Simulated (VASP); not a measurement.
# Ir (I4/mmm) in VASP: further runs

The runs below take Ir through single point, with LDA.

Everything below comes from runs of VASP 6.6.1. Logs are shortened: lines on timing, memory, paths and dates and some standing lists are left out, and cuts for length are marked.

### 1 The cell of the first run

It takes space group I4/mmm (No. 139, tetragonal). Conventional cell: a = 2.862 Å, b = 2.862 Å, c = 3.468 Å, α = 90.00°, β = 90.00°, γ = 90.00°. Within 3.5 Å of Ir (site symmetry 4/mmm) lie 14 Ir at 2.67 to 3.47 Å.

### 2 Single point, LDA (14.20 Å³/atom)

File INCAR:

```
PREC = Accurate
ENCUT = 520
EDIFF = 1E-6
ISMEAR = 0
SIGMA = 0.15
LREAL = F
LASPH = T
NELM = 60
ALGO = Normal
ISIF = 2
LWAVE = F
LCHARG = F
NBANDS = 10
```

File KPOINTS:

```
regular mesh
0
Gamma
  22 22 22
```

File POSCAR:

```
Ir
1.0
    0.0000000000      2.0237188411      1.7341246749
    2.0237188411      0.0000000000      1.7341246749
    2.0237188411      2.0237188411      0.0000000000
Ir
1
Direct
    0.0000000000      0.0000000000      0.0000000000
```

Potentials or basis: VASP PAW LDA potentials, release 64 (Ir).

Launch:

```
> cat potpaw_LDA.64/Ir/POTCAR > POTCAR
> mpirun -np 1 vasp_std > vasp.out
```

OUTCAR:

```text
PREC = Accurate
   ENCUT = 520
   EDIFF = 1E-6
   ISMEAR = 0
   LREAL = F
   LASPH = T
   NELM = 60
   ISIF = 2

 ion  position               nearest neighbor table
   1  0.000  0.000  0.000-

  LATTYP: Found a body centered tetragonal cell.
 ALAT       =     2.8619706315
 C/A-ratio  =     1.2118396016

  Lattice vectors:

 A1 = (   0.0000000000,  -2.0237188411,  -1.7341246749)
 A2 = (   0.0000000000,   2.0237188411,  -1.7341246749)
 A3 = (   2.0237188411,   0.0000000000,   1.7341246749)

Analysis of symmetry for initial positions (statically):
=====================================================================
 Subroutine PRICEL returns:
 Original cell was already a primitive cell.

 Routine SETGRP: Setting up the symmetry group for a
 body centered tetragonal supercell.

 Subroutine GETGRP returns: Found 16 space group operations
 (whereof 16 operations were pure point group operations)
 out of a pool of 16 trial point group operations.

The static configuration has the point symmetry D_4h.

Analysis of symmetry for dynamics (positions and initial velocities):
=====================================================================
 Subroutine PRICEL returns:
 Original cell was already a primitive cell.

 Routine SETGRP: Setting up the symmetry group for a
 body centered tetragonal supercell.

 Subroutine GETGRP returns: Found 16 space group operations
 (whereof 16 operations were pure point group operations)
 out of a pool of 16 trial point group operations.

The dynamic configuration has the point symmetry D_4h.

 Subroutine INISYM returns: Found 16 space group operations
 (whereof 16 operations are pure point group operations),
 and found     1 'primitive' translations

----------------------------------------------------------------------------------------

                                     Primitive cell

  volume of cell :      14.2040

  direct lattice vectors                    reciprocal lattice vectors
     0.000000000  2.023718841  1.734124675    -0.247069894  0.247069894  0.288329903
     2.023718841  0.000000000  1.734124675     0.247069894 -0.247069894  0.288329903
     2.023718841  2.023718841  0.000000000     0.247069894  0.247069894 -0.288329903

  length of vectors
     2.665075296  2.665075296  2.861970632     0.453013464  0.453013464  0.453013464

  position of ions in fractional coordinates (direct lattice)
     0.000000000  0.000000000  0.000000000

  ion indices of the primitive-cell ions
   primitive index   ion index
                 1           1

----------------------------------------------------------------------------------------

 KPOINTS: regular mesh

Automatic generation of k-mesh.
 Grid dimensions read from file:
 generate k-points for:   22   22   22

 Generating k-lattice:

  Cartesian coordinates                     Fractional coordinates (reciprocal lattice)
    -0.011230450  0.011230450  0.013105905     0.045454545  0.000000000  0.000000000
     0.011230450 -0.011230450  0.013105905     0.000000000  0.045454545  0.000000000
     0.011230450  0.011230450 -0.013105905    -0.000000000 -0.000000000  0.045454545

  Length of vectors
     0.020591521  0.020591521  0.020591521

  Shift w.r.t. Gamma in fractional coordinates (k-lattice)
     0.000000000  0.000000000  0.000000000

 Subroutine IBZKPT returns following result:
 ===========================================

 Found    834 irreducible k-points:

 Following reciprocal coordinates:
            Coordinates               Weight
  0.000000  0.000000  0.000000      1.000000
  0.045455 -0.000000  0.000000      8.000000
  0.090909 -0.000000  0.000000      8.000000
  0.136364  0.000000  0.000000      8.000000
  0.181818  0.000000  0.000000      8.000000
  0.227273  0.000000  0.000000      8.000000
[... 16 lines left out ...]
  0.500000  0.045455  0.000000      8.000000
 -0.454545  0.045455  0.000000      8.000000
 [... further k-points ...]
   k-points           NKPTS =    834   k-points in BZ     NKDIM =    834   number of bands    NBANDS=     10
   number of dos      NEDOS =    301   number of ions     NIONS =      1
   total plane-waves  NPLWV =   9600
   dimension x,y,z NGX =    20 NGY =   20 NGZ =   24
   dimension x,y,z NGXF=    40 NGYF=   40 NGZF=   48
   ions per type =               1
   NGX,Y,Z   is equivalent  to a cutoff of  12.48, 12.48, 13.94 a.u.
   NGXF,Y,Z  is equivalent  to a cutoff of  24.95, 24.95, 27.88 a.u.
 SYSTEM =  unknown system
   PREC   = accura    normal or accurate (medium, high low for compatibility)
   ISTART =      0    job   : 0-new  1-cont  2-samecut
   ICHARG =      2    charge: 1-file 2-atom 10-const
   ISPIN  =      1    spin polarized calculation?
   LNONCOLLINEAR =      F non collinear calculations
   LSORBIT =      F    spin-orbit coupling
   LASPH  =      T    aspherical Exc in radial PAW
   ENCUT  =  520.0 eV  38.22 Ry    6.18 a.u.   4.96  4.96  5.32*2*pi/ulx,y,z
   NELM   =     60;   NELMIN=  2; NELMDL= -5     # of ELM steps
   EDIFF  = 0.1E-05   stopping-criterion for ELM
   LREAL  =      F    real-space projection
   EDIFFG = 0.1E-04   stopping-criterion for IOM
   NSW    =      0    number of steps for IOM
   IBRION =     -1    ionic relax: 0-MD 1-quasi-New 2-CG
   NFREE  =      0    steps in history (QN), initial steepest desc. (CG)
   ISIF   =      2    stress and relaxation
   ISYM   =      2    0-nonsym 1-usesym 2-fastsym
   POTIM  = 0.5000    time-step for ionic-motion
   TEBEG  =    0.0;   TEEND  =   0.0 temperature during run
   PSTRESS=    0.0 pullay stress
   NELECT =       9.0000    total number of electrons
   NUPDOWN=      -1.0000    fix difference up-down
   EMIN   =  10.00;   EMAX   =-10.00  energy-range for DOS
   EFERMI =   0.00;   METHOD = LEGACY
   ISMEAR =     0;   SIGMA  =   0.15  broadening in eV -4-tet -1-fermi 0-gaus
   EFERMI_NEDOS =   21; number of points for ismear=-14 and -15
   IALGO  =     38    algorithm
   IMIX   =      4    mixing-type and parameters
     AMIX     =   0.40;   BMIX     =  1.00
     AMIX_MAG =   1.60;   BMIX_MAG =  1.00
  volume/ion in A,a.u.               =      14.20        95.85
  Fermi-wavevector in a.u.,A,eV,Ry     =   1.406108  2.657159 26.900631  1.977141
  Thomas-Fermi vector in A             =   2.528502
   LORBIT       =      0    0 simple, 1 ext, 2 COOP (PROOUT), +10 PAW based schemes
   GGA     = CA    functional components
   LHFCALC =     F    Hartree Fock is set to
   AEXX    =    0.0000 exact exchange contribution
   IVDW    =     0    specifies the selected vdW correction
   LEPSILON=     F    determine dielectric tensor
   LRPA    =     F    only Hartree local field effects (RPA)
 non-spin polarized calculation
 Gauss-broadening in eV      SIGMA  =   0.15
  energy-cutoff  :      520.00
  volume of cell :       14.20
 maximum number of plane-waves:       410
   NGX =  9   NGY =  9   NGZ = 11

 number of electron       9.0000001 magnetization

 Free energy of the ion-electron system (eV)
  ---------------------------------------------------
  ext. energy  EPLUGINS =         0.00000000
  ---------------------------------------------------
  free energy    TOTEN  =       -10.09093079 eV

  energy without entropy =      -10.07786042  energy(sigma->0) =      -10.08439561

 E-fermi :  10.1562     XC(G=0): -14.1115

 val. band max:       10.1538587067   @ k =   0.3182   0.0909   0.1818
 cond. band min:      10.1580700352   @ k =  -0.4545   0.4091   0.1364
 fundamental gap:      0.0042113286
 Fermi energy:        10.1561706588

 k-point     1 :       0.0000    0.0000    0.0000
  band No.  band energies     occupation
      1      -0.8207      2.00000
      2       5.9546      2.00000
      3       5.9546      2.00000
      4       7.7026      2.00000
      5       7.7205      2.00000
      6       9.9759      1.91080
      7      25.0287      0.00000
      8      28.5477      0.00000
      9      28.5477      0.00000
     10      33.9637      0.00000

 k-point     2 :       0.0455   -0.0000    0.0000
  band No.  band energies     occupation
      1      -0.7276      2.00000
      2       5.9524      2.00000
      3       5.9911      2.00000
      4       7.6868      2.00000
      5       7.7179      2.00000
      6       9.9369      1.96133
      7      25.1833      0.00000
      8      28.4815      0.00000
      9      28.6938      0.00000
     10      33.3207      0.00000

 k-point     3 :       0.0909   -0.0000    0.0000
  band No.  band energies     occupation
      1      -0.4545      2.00000
      2       5.9369      2.00000
      3       6.0783      2.00000
      4       7.6572      2.00000
      5       7.7352      2.00000
      6       9.8325      1.99773
      7      25.6138      0.00000
      8      28.1586      0.00000
      9      29.1248      0.00000
     10      32.6895      0.00000

 k-point     4 :       0.1364    0.0000    0.0000
  band No.  band energies     occupation
      1      -0.0222      2.00000
      2       5.8947      2.00000
      3       6.1506      2.00000
      4       7.6523      2.00000
      5       7.8461      2.00000
      6       9.6969      1.99999
      7      26.2051      0.00000
      8      27.4300      0.00000
      9      29.8189      0.00000
     10      32.7209      0.00000

 k-point     5 :       0.1818    0.0000    0.0000
  band No.  band energies     occupation
      1       0.5281      2.00000
      2       5.8415      2.00000
      3       6.1343      2.00000
      4       7.6930      2.00000
      5       8.1323      2.00000
      6       9.5789      2.00000
      7      26.2463      0.00000
      8      26.8987      0.00000
      9      30.7418      0.00000
     10      33.2797      0.00000

 k-point     6 :       0.2273    0.0000    0.0000
  band No.  band energies     occupation
      1       1.1232      2.00000
      2       5.8531      2.00000
      3       6.0198      2.00000
      4       7.7534      2.00000
      5       8.6069      2.00000
      6       9.5349      2.00000
      7      25.0782      0.00000
      8      27.0130      0.00000
      9      31.8427      0.00000
     10      33.6830      0.00000
[... 183 lines left out ...]
 k-point    21 :       0.4091    0.0455    0.0000
  band No.  band energies     occupation
      1       2.2849      2.00000
      2       5.4820      2.00000
      3       7.5613      2.00000
      4       7.7820      2.00000
      5      10.4476      0.00600
      6      11.2409      0.00000
      7      19.5557      0.00000
      8      24.6088      0.00000
      9      29.4746      0.00000
     10      33.0360      0.00000

 k-point    22 :       0.4545    0.0455    0.0000
  band No.  band energies     occupation
      1       2.2785      2.00000
      2       5.3874      2.00000
      3       7.4694      2.00000
      4       8.5153      2.00000
      5      10.9100      0.00000
      6      11.6324      0.00000
      7      18.3015      0.00000
      8      24.1894      0.00000
      9      28.7659      0.00000
     10      32.2511      0.00000

 k-point    23 :       0.5000    0.0455    0.0000
  band No.  band energies     occupation
      1       2.2685      2.00000
      2       5.3441      2.00000
      3       7.3813      2.00000
      4       8.9937      2.00000
      5      11.1414      0.00000
      6      11.7528      0.00000
      7      17.6667      0.00000
      8      24.0074      0.00000
      9      28.5564      0.00000
     10      31.8064      0.00000

 k-point    24 :      -0.4545    0.0455    0.0000
  band No.  band energies     occupation
      1       2.2736      2.00000
      2       5.3564      2.00000
      3       7.3210      2.00000
      4       9.0265      2.00000
      5      10.9920      0.00000
      6      11.5709      0.00000
      7      17.9554      0.00000
      8      24.0555      0.00000
      9      28.8942      0.00000
     10      31.7191      0.00000

 [... further k-points ...]

------------------------ aborting loop because EDIFF is reached ----------------------------------------

  FORCE on cell =-STRESS in cart. coord.  units (eV):
  Direction    XX          YY          ZZ          XY          YZ          ZX
  --------------------------------------------------------------------------------------
  -------------------------------------------------------------------------------------
  Total       -1.6002586     -1.6002586      2.4112590      0.0000000     -0.0000000      0.0000000
  in kB     -180.5053536   -180.5053536    271.9842688      0.0000000     -0.0000000      0.0000000
  external PRESSURE =     -29.6754795 kB  Pullay stress =       0.0000000 kB

 VOLUME and BASIS-vectors are now :
 -----------------------------------------------------------------------------
  energy-cutoff  :      520.00
  volume of cell :       14.20
      direct lattice vectors                 reciprocal lattice vectors
     0.000000000  2.023718841  1.734124675    -0.247069894  0.247069894  0.288329903
     2.023718841  0.000000000  1.734124675     0.247069894 -0.247069894  0.288329903
     2.023718841  2.023718841  0.000000000     0.247069894  0.247069894 -0.288329903

 POSITION                                       TOTAL-FORCE (eV/Angst)
 -----------------------------------------------------------------------------------
      0.00000      0.00000      0.00000        -0.000000      0.000000      0.000000
 -----------------------------------------------------------------------------------
    total drift:                                0.000000     -0.000000      0.000000

  FREE ENERGIE OF THE ION-ELECTRON SYSTEM (eV)
  ---------------------------------------------------
  free  energy   TOTEN  =       -10.0909307950 eV

  energy  without entropy=      -10.0778604219  energy(sigma->0) =      -10.08439561
```

Run time: 2.3 min. Hardware: 1 thread of Intel Xeon 8259CL, shared host; peak memory 0.24 GiB.

What came out:

```yaml
Free_energy: -10.0909 eV
Pressure: -3.0 GPa
Band_gap_on_the_k_mesh: zero (an odd number of electrons rules out a gap without spin polarisation)
```

Caveat: the stress differs along the axes, from -18 to 27 GPa; spin-orbit coupling is left out, which moves the levels of the heavy elements.

### 3 Single point, LDA (14.20 Å³/atom)

File INCAR:

```
PREC = Accurate ; ENCUT = 520
EDIFF = 1E-6 ; ISMEAR = 0
SIGMA = 0.15 ; LREAL = F
LASPH = T ; NELM = 100
ALGO = Normal ; ISIF = 2
LWAVE = F ; LCHARG = T
GGA = CA ; LELF = T
LVHAR = T ; NBANDS = 10
```

KPOINTS is that of step 2.

File POSCAR:

```
Ir
1.0
    0.0000000000      2.2431792795      1.4114084026
    2.2431792795      0.0000000000      1.4114084026
    2.2431792795      2.2431792795      0.0000000000
Ir
1
Direct
    0.0000000000      0.0000000000      0.0000000000
```

Potentials or basis: VASP PAW LDA potentials, release 64 (Ir).

Launch:

```
> cat potpaw_LDA.64/Ir/POTCAR > POTCAR
> mpirun -np 1 vasp_std > vasp.out
```

Run time: 2.2 min. Hardware: 1 thread of Intel Xeon 8259CL, shared host; peak memory 0.24 GiB.

Results (log left out):

```
Free energy            : -9.8345 eV
Pressure               : 2.9 GPa
Band gap on the k mesh : zero (an odd number of electrons rules out a gap without spin polarisation)
```

Stress tensor (GPa, compression positive):
```
 14.76   0.00   0.00
  0.00  14.76   0.00
  0.00   0.00 -20.78
```

Levels at points of the mesh, in eV from the Fermi level:
| k point | band 1 | band 2 | band 3 | band 4 | band 5 | band 6 | band 7 | band 8 | band 9 |
| --- | --- | --- | --- | --- | --- | --- | --- | --- | --- |
| (0.00, 0.00, 0.00) | -10.74 | -4.45 | -3.13 | -3.13 | -1.73 | 0.34 | 16.26 | 16.26 | 19.01 |
| (0.50, 0.00, 0.00) | -7.63 | -5.97 | -0.66 | 0.35 | 0.83 | 2.34 | 8.72 | 12.85 | 16.19 |
| (0.50, 0.50, 0.00) | -7.32 | -7.19 | 1.50 | 1.50 | 2.01 | 6.90 | 6.90 | 10.71 | 14.79 |
| (0.50, 0.00, 0.50) | -7.80 | -4.55 | -1.96 | -0.52 | -0.37 | 2.15 | 7.62 | 14.04 | 19.31 |

Caveat: the stress differs along the axes, from -21 to 15 GPa; spin-orbit coupling is left out, which moves the levels of the heavy elements.

### 4 Single point, LDA (14.20 Å³/atom)

File INCAR:

```
PREC = Accurate ; ENCUT = 520
EDIFF = 1E-6 ; ISMEAR = 0
SIGMA = 0.15 ; LREAL = False
LASPH = True ; NELM = 80
ALGO = Normal ; ISIF = 2
LWAVE = False ; LCHARG = False
NBANDS = 10
```

KPOINTS is that of step 3.

File POSCAR:

```
Ir
1.0
    0.0000000000      1.9722871026      1.8257461709
    1.9722871026      0.0000000000      1.8257461709
    1.9722871026      1.9722871026      0.0000000000
Ir
1
Direct
    0.0000000000      0.0000000000      0.0000000000
```

Launch:

```
> cat potpaw_LDA.64/Ir/POTCAR > POTCAR
> mpirun -np 1 vasp_std > vasp.out
```

It took 2.6 min on 1 thread of Intel Xeon 8259CL, shared host; peak memory 0.24 GiB.

The run converged. Its results:

```
Free energy            : -10.2591 eV
Pressure               : -6.2 GPa
Band gap on the k mesh : zero (an odd number of electrons rules out a gap without spin polarisation)
```

Stress tensor (GPa, compression positive):
```
-15.08   0.00   0.00
  0.00 -15.08   0.00
  0.00   0.00  11.51
```

Levels at points of the mesh, in eV from the Fermi level:
| k point | band 1 | band 2 | band 3 | band 4 | band 5 | band 6 | band 7 | band 8 |
| --- | --- | --- | --- | --- | --- | --- | --- | --- |
| (0.00, 0.00, 0.00) | -11.02 | -4.12 | -4.12 | -3.18 | -1.81 | -0.56 | 14.50 | 19.11 |
| (0.50, 0.00, 0.00) | -8.02 | -4.46 | -3.36 | -0.64 | 0.62 | 1.24 | 7.32 | 13.83 |
| (0.50, 0.50, 0.00) | -7.75 | -7.34 | 0.88 | 1.54 | 1.54 | 2.92 | 10.80 | 10.80 |
| (0.50, 0.00, 0.50) | -7.86 | -7.19 | 0.85 | 1.00 | 1.26 | 1.90 | 9.85 | 11.80 |

Caveat: the stress differs along the axes, from -15 to 12 GPa; spin-orbit coupling is left out, which moves the levels of the heavy elements.

(Part 1 of 2 ends here.)
